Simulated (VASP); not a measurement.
# Si7Ge (P2) in VASP: further runs, part 2 of 2

VASP 6.6.1. Earlier steps stand in the parts before.

## (3) Single point, PBEsol

File INCAR:

```
ALGO = Normal ; EDIFF = 1E-7
ENCUT = 520 ; GGA = PS
ISIF = 2 ; ISMEAR = 0
LASPH = True ; LCHARG = False
LREAL = False ; LWAVE = False
NBANDS = 31 ; NELM = 60
PREC = Accurate ; SIGMA = 0.01
```

File KPOINTS:

```
k-points
0
Gamma
  8 8 8
```

File POSCAR:

```
Si7Ge
1.0
    5.4591768100      0.0000000000      0.0000000000
    0.0000000000      5.4591768100      0.0000000000
    0.2183670724      0.0000000000      5.4591768100
Si Ge
7 1
Direct
    0.2527838401      0.2499067466      0.2527815714
    0.0000000000      0.5026385967      0.5000000000
    0.5000000000      0.5026353962      0.0000000000
    0.5000000000      0.0020800438      0.5000000000
    0.7472161599      0.2499067466      0.7472184286
    0.7475851403      0.7446804148      0.2524101999
    0.2524148597      0.7446804148      0.7475898001
    0.0000000000      0.0034716408      0.0000000000
```

Potentials or basis: VASP PAW PBE potentials, release 64 (Si, Ge_d).

Started as:

```sh
cat potpaw_PBE.64/Si/POTCAR potpaw_PBE.64/Ge_d/POTCAR > POTCAR
mpirun -np 1 vasp_std > vasp.out
```

OUTCAR:

```text
EDIFF = 1E-7
   ENCUT = 520
   GGA = PS
   ISIF = 2
   ISMEAR = 0
   LASPH = True
   LREAL = False
   NELM = 60
   PREC = Accurate

 ion  position               nearest neighbor table
   1  0.253  0.250  0.253-   2 2.34   3 2.34   4 2.37   8 2.40
   2  0.000  0.503  0.500-   1 2.34   5 2.34   6 2.37   7 2.37
   3  0.500  0.503  0.000-   1 2.34   5 2.34   6 2.37   7 2.37
   4  0.500  0.002  0.500-   6 2.34   7 2.34   1 2.37   5 2.37
   5  0.747  0.250  0.747-   2 2.34   3 2.34   4 2.37   8 2.40
   6  0.748  0.745  0.252-   4 2.34   2 2.37   3 2.37   8 2.38
   7  0.252  0.745  0.748-   4 2.34   2 2.37   3 2.37   8 2.38
   8  0.000  0.003  0.000-   6 2.38   7 2.38   1 2.40   5 2.40

  LATTYP: Found a simple monoclinic cell.
 ALAT       =     5.4591768100
 B/A-ratio  =     1.0000000000
 C/A-ratio  =     1.0007996803
 COS(beta)  =    -0.0399680383

  Lattice vectors:

 A1 = (   5.4591768100,   0.0000000000,   0.0000000000)
 A2 = (   0.0000000000,  -5.4591768100,   0.0000000000)
 A3 = (  -0.2183670724,   0.0000000000,  -5.4591768100)

Analysis of symmetry for initial positions (statically):
=====================================================================
 Subroutine PRICEL returns:
 Original cell was already a primitive cell.

 Routine SETGRP: Setting up the symmetry group for a
 simple monoclinic supercell.

 Subroutine GETGRP returns: Found  2 space group operations
 (whereof  2 operations were pure point group operations)
 out of a pool of  4 trial point group operations.

The static configuration has the point symmetry C_2 .

Analysis of symmetry for dynamics (positions and initial velocities):
=====================================================================
 Subroutine PRICEL returns:
 Original cell was already a primitive cell.

[... 142 lines left out ...]
  Thomas-Fermi vector in A             =   2.177054
   LORBIT       =      0    0 simple, 1 ext, 2 COOP (PROOUT), +10 PAW based schemes
   GGA     = PS    functional components
   LHFCALC =     F    Hartree Fock is set to
   AEXX    =    0.0000 exact exchange contribution
   IVDW    =     0    specifies the selected vdW correction
   LEPSILON=     F    determine dielectric tensor
   LRPA    =     F    only Hartree local field effects (RPA)
 non-spin polarized calculation
 Gauss-broadening in eV      SIGMA  =   0.01
  energy-cutoff  :      520.00
  volume of cell :      162.70
 maximum number of plane-waves:      4416
 NGX is ok and might be reduce to    42
   NGX = 21   NGY = 21   NGZ = 21

 number of electron      42.0000014 magnetization

 Free energy of the ion-electron system (eV)
  ---------------------------------------------------
  ext. energy  EPLUGINS =         0.00000000
  ---------------------------------------------------
  free energy    TOTEN  =       -45.07004812 eV

  energy without entropy =      -45.07003246  energy(sigma->0) =      -45.07004029

 E-fermi :   5.8490     XC(G=0):  -9.6394

 val. band max:        5.8431530091   @ k =   0.0000   0.0000   0.0000
 cond. band min:       5.8548404758   @ k =   0.0000   0.0000   0.0000
 fundamental gap:      0.0116874667
 Fermi energy:         5.8489967423

 k-point     1 :       0.0000    0.0000    0.0000
  band No.  band energies     occupation
      1     -18.4551      2.00000
      2     -18.4549      2.00000
      3     -18.4547      2.00000
      4     -18.4284      2.00000
      5     -18.4282      2.00000
      6      -6.4465      2.00000
[... 805 lines left out ...]
     30      10.6339      0.00000
     31      10.7494      0.00000

 [... further k-points ...]

------------------------ aborting loop because EDIFF is reached ----------------------------------------

  FORCE on cell =-STRESS in cart. coord.  units (eV):
  Direction    XX          YY          ZZ          XY          YZ          ZX
  --------------------------------------------------------------------------------------
  -------------------------------------------------------------------------------------
  Total        0.0153166     -0.0004010      0.1777875      0.0000000      0.0000000     -2.9586252
  in kB        0.1508313     -0.0039488      1.7507751      0.0000000      0.0000000    -29.1352702
  external PRESSURE =       0.6325526 kB  Pullay stress =       0.0000000 kB

 VOLUME and BASIS-vectors are now :
 -----------------------------------------------------------------------------
  energy-cutoff  :      520.00
  volume of cell :      162.70
      direct lattice vectors                 reciprocal lattice vectors
     5.459176810  0.000000000  0.000000000     0.183177800  0.000000000 -0.007327112
     0.000000000  5.459176810  0.000000000     0.000000000  0.183177800  0.000000000
     0.218367072  0.000000000  5.459176810     0.000000000  0.000000000  0.183177800

 POSITION                                       TOTAL-FORCE (eV/Angst)
 -----------------------------------------------------------------------------------
      1.43519      1.36429      1.37998        -0.003032     -0.007093     -0.002914
      0.10918      2.74399      2.72959         0.000000      0.001782      0.000000
      2.72959      2.74398      0.00000        -0.000000      0.001767      0.000000
      2.83877      0.01136      2.72959         0.000000      0.003589      0.000000
      4.24235      1.36429      4.07920         0.003032     -0.007093      0.002914
      4.13632      4.06534      1.37795         0.005565      0.002970     -0.005804
      1.54123      4.06534      4.08122        -0.005565      0.002970      0.005804
      0.00000      0.01895      0.00000         0.000000      0.001109      0.000000
 -----------------------------------------------------------------------------------
    total drift:                                0.000000     -0.000524      0.000010

  FREE ENERGIE OF THE ION-ELECTRON SYSTEM (eV)
  ---------------------------------------------------
  free  energy   TOTEN  =       -45.0700481223 eV

  energy  without entropy=      -45.0700324592  energy(sigma->0) =      -45.07004029
```

OSZICAR:

```text
N       E                     dE             d eps       ncg     rms          rms(c)
DAV:   1     0.221931809693E+03    0.22193E+03   -0.17510E+04 13631   0.171E+03
DAV:   2    -0.120006230228E+02   -0.23393E+03   -0.21950E+03 11735   0.477E+02
DAV:   3    -0.444284873738E+02   -0.32428E+02   -0.31872E+02 12632   0.102E+02
DAV:   4    -0.458990803297E+02   -0.14706E+01   -0.14681E+01 13722   0.247E+01
DAV:   5    -0.459348449866E+02   -0.35765E-01   -0.35760E-01 13240   0.388E+00    0.954E+00
DAV:   6    -0.453372930420E+02    0.59755E+00   -0.28712E-01 12606   0.245E+00    0.568E+00
DAV:   7    -0.450670884346E+02    0.27020E+00   -0.53934E-01 11903   0.308E+00    0.365E-01
DAV:   8    -0.450695116295E+02   -0.24232E-02   -0.42286E-02 13613   0.155E+00    0.192E-01
DAV:   9    -0.450699089810E+02   -0.39735E-03   -0.20421E-03 13893   0.340E-01    0.125E-01
DAV:  10    -0.450700314716E+02   -0.12249E-03   -0.36537E-04 12430   0.931E-02    0.415E-02
DAV:  11    -0.450700473935E+02   -0.15922E-04   -0.52144E-05 13170   0.424E-02    0.119E-02
DAV:  12    -0.450700482311E+02   -0.83766E-06   -0.35711E-06 14110   0.121E-02    0.551E-03
DAV:  13    -0.450700480601E+02    0.17108E-06   -0.76403E-07 12296   0.473E-03    0.184E-03
DAV:  14    -0.450700481223E+02   -0.62220E-07   -0.27186E-08  7954   0.954E-04
   1 F= -.45070048E+02 E0= -.45070040E+02  d E =-.156631E-04
```

It took 10 min on 1 thread of Intel Xeon Platinum 8488C (Sapphire Rapids), shared host; peak memory 0.74 GiB.

What came out:

```
Free energy            : -45.0700 eV
Pressure               : 0.1 GPa
Largest force          : 0.009 eV/Å
Band gap on the k mesh : 0.01 eV
```

Forces in eV/Å, atoms in the order of the input:
```
Si  -0.003 -0.007 -0.003
Si   0.000  0.002  0.000
Si   0.000  0.002  0.000
Si   0.000  0.004  0.000
Si   0.003 -0.007  0.003
Si   0.006  0.003 -0.006
Si  -0.006  0.003  0.006
Ge   0.000  0.001  0.000
```

Stress tensor (GPa, compression positive):
```
 0.02  0.00 -2.91
 0.00  0.00  0.00
-2.91  0.00  0.18
```

Levels at points of the mesh, in eV from the valence-band top:
| k point | band 17 | band 18 | band 19 | band 20 | band 21 | band 22 | band 23 | band 24 | band 25 | band 26 |
| --- | --- | --- | --- | --- | --- | --- | --- | --- | --- | --- |
| (0.00, 0.00, 0.00) | -3.06 | -2.81 | -0.36 | -0.20 | 0.00 | 0.01 | 0.32 | 0.47 | 0.49 | 0.54 |
| (0.50, 0.00, 0.00) | -3.69 | -2.17 | -2.16 | -2.05 | -2.04 | 0.76 | 0.93 | 2.82 | 2.83 | 3.69 |
| (0.00, 0.50, 0.00) | -3.71 | -2.40 | -2.29 | -1.92 | -1.79 | 0.73 | 0.91 | 2.83 | 2.89 | 3.95 |
| (0.50, 0.50, 0.00) | -3.96 | -1.66 | -1.54 | -1.47 | -1.47 | 2.06 | 2.06 | 2.14 | 2.33 | 4.39 |
| (0.00, 0.00, 0.50) | -3.69 | -2.16 | -2.16 | -2.04 | -2.04 | 0.76 | 0.93 | 2.82 | 2.83 | 3.68 |
| (0.50, 0.00, 0.50) | -3.95 | -1.78 | -1.65 | -1.41 | -1.28 | 1.85 | 1.99 | 2.28 | 2.49 | 4.38 |
| (0.00, 0.50, 0.50) | -3.95 | -1.67 | -1.55 | -1.48 | -1.48 | 2.05 | 2.05 | 2.13 | 2.32 | 4.39 |
| (0.50, 0.50, 0.50) | -1.48 | -1.34 | -1.30 | -1.28 | -1.12 | 0.70 | 1.02 | 1.30 | 1.44 | 2.92 |

Caveat: the PAW data sets were made with another functional, which shifts forces and pressure a little. A k mesh can miss the band edges.
